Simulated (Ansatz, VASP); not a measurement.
One calculation of YIn, two programs

File INCAR:

```
  PREC = Accurate
  ENCUT = 520
  EDIFF = 1E-6
  ISMEAR = -1
  SIGMA = 0.1
  LREAL = F
  LASPH = T
  NELM = 100
  ALGO = Normal
  ISIF = 2
  LWAVE = F
  LCHARG = F
  LDIPOL = T
  IDIPOL = 3
  DIPOL = 0.5 0.5 0.500
  GGA = CA
  NBANDS = 58
```

The input KPOINTS:

```
Automatic mesh
0
Gamma
  3 5 1
```

File POSCAR:

```
YIn
1.0
    5.3881536726      0.0000000000      0.0000000000
    0.0000000000      3.8100000000      0.0000000000
    0.0000000000      0.0000000000     20.0822305090
Y In
4 4
Direct
    0.5000000000      0.5000000000      0.2987715930
    1.0000000000      0.5000000000      0.4329238643
    0.5000000000      0.5000000000      0.5670761357
    0.0000000000      0.5000000000      0.7012284070
    0.0000000000      0.0000000000      0.2987715930
    0.5000000000      0.0000000000      0.4329238643
    0.0000000000      0.0000000000      0.5670761357
    0.5000000000      0.0000000000      0.7012284070
```

Input for Ansatz:

```yaml
crystal:
  lattice:
    - [5.388153672641492, 0.0, 0.0]
    - [0.0, 3.81, 0.0]
    - [0.0, 0.0, 20.08223050896224]
  atoms:
    - { symbol: "Y", position: [0.5, 0.5, 0.2987715929922395] }
    - { symbol: In, position: [0.0, 0.0, 0.2987715929922395] }
    - { symbol: "Y", position: [0.9999999999999999, 0.5, 0.4329238643307465] }
    - { symbol: In, position: [0.5, 0.0, 0.4329238643307465] }
    - { symbol: "Y", position: [0.5000000000000002, 0.5, 0.5670761356692535] }
    - { symbol: In, position: [0.0, 0.0, 0.5670761356692535] }
    - { symbol: "Y", position: [0.0, 0.5, 0.7012284070077606] }
    - { symbol: In, position: [0.5, 0.0, 0.7012284070077606] }
basis:
  ecutwfc: 544.22772491976
  xc_grid: 1
kpoints:
  mp_grid:
    grid: [3, 5, 1]
hamiltonian:
  xc: lda
efield:
  axis: 3
  dipole_correction: true
scf:
  max_iter: 80
  occupations:
    method: fermi_dirac
output:
  write_potential: true
  forces: true
```

Alike in both runs: task single point; functional LDA; k mesh 3 × 5 × 1; no spin polarisation.

|  | VASP | Ansatz |
| --- | --- | --- |
| version | VASP 6.6.1 | Ansatz 0.2.0 |
| potentials or method | VASP PAW LDA potentials, release 64 (Y_sv, In_d), cutoff 520 eV | plane waves, PAW |
| occupations | fermi-dirac, width 0.1 eV | fermi-dirac |
| valence electrons in the cell | 96 | 96 |

```tsv
	VASP	Ansatz	Ansatz less VASP
gap on the k mesh at the Fermi level (eV)	none	none	-
rms of the force components (eV/Å)	0.160	0.161	+0.0014
```

LDA's correlation is that of Perdew and Zunger in VASP and of Perdew and Wang (1992) in Ansatz. A gap of «none» marks a metal or a gap that the smearing closes. Ansatz's warnings: vacuum density over bound, xc potential rough in thin density.

The k mesh is coarse, so the values compare programs but aren't converged.
